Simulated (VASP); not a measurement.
## BP: relaxation of cell and atoms with PBEsol

Crystal: BP.

```xyz
2
Lattice="0.0000 2.2742 2.2742 2.2742 0.0000 2.2742 2.2742 2.2742 0.0000" Properties=species:S:1:pos:R:3 pbc="T T T"
B     0.0000    0.0000    0.0000
P     1.1371    1.1371    1.1371
```

```yaml
Program: VASP 6.6.1
Task: relaxation of cell and atoms
Functional: PBEsol
Potentials_or_basis: VASP PAW PBE potentials, release 64 (B, P)
Cutoff: 500 eV
k_mesh: 10 × 10 × 10
Occupations: gaussian, width 0.02 eV
Spin: no spin polarisation
Dipole_correction: no
Further_INCAR_settings: ALGO = Normal; EDIFF = 1e-07; IBRION = 2; EDIFFG = -0.005; NSW = 70; ISIF = 3
```

- Relaxed volume: 11.55 Å³/atom
- Relaxed cell: a = 3.197 Å, b = 3.197 Å, c = 3.197 Å, α = 60.00°, β = 60.00°, γ = 60.00°
- Space group after relaxing (to 0.05 Å): F-43m (No. 216)
- Energy gained by relaxing: 2.0 meV/atom
- Ionic steps: 3
- Pressure after relaxing: 0.0 GPa
- Band gap on the k mesh: 1.12 eV, indirect (least direct gap 3.37 eV)

Step by step:
```
step  energy change (eV)  largest force (eV/Å)  pressure (GPa)  volume (Å³)
   1              0.0000                0.0000           -2.94        23.52
   2             -0.0017                0.0000            2.32        22.80
   3             -0.0039                0.0000            0.00        23.10
```

Final structure:
```yaml
crystal:
  lattice:
    - [0.00000, 2.26056, 2.26056]
    - [2.26056, 0.00000, 2.26056]
    - [2.26056, 2.26056, 0.00000]
  atoms:
    - { symbol: B, position: [0.00000, 0.00000, 0.00000] }
    - { symbol: P, position: [0.25000, 0.25000, 0.25000] }
```

Levels at points of the mesh, in eV from the valence-band top:
```csv
k point,band 1,band 2,band 3,band 4,band 5,band 6,band 7,band 8
"(0.00, 0.00, 0.00)",-15.60,0.00,0.00,0.00,3.37,3.37,3.37,7.51
"(0.50, 0.00, 0.00)",-12.21,-9.18,-1.78,-1.78,3.80,4.66,4.66,9.97
"(0.50, 0.50, 0.00)",-10.66,-8.66,-4.19,-4.19,1.20,1.51,12.20,12.20
```

Wall time 11 s on 1 thread of Intel Xeon 6975P-C, with other jobs on the host, peak memory 0.14 GiB.

Caveat: the PAW data sets were made with another functional, which shifts forces and pressure a little. A k mesh can miss the band edges.
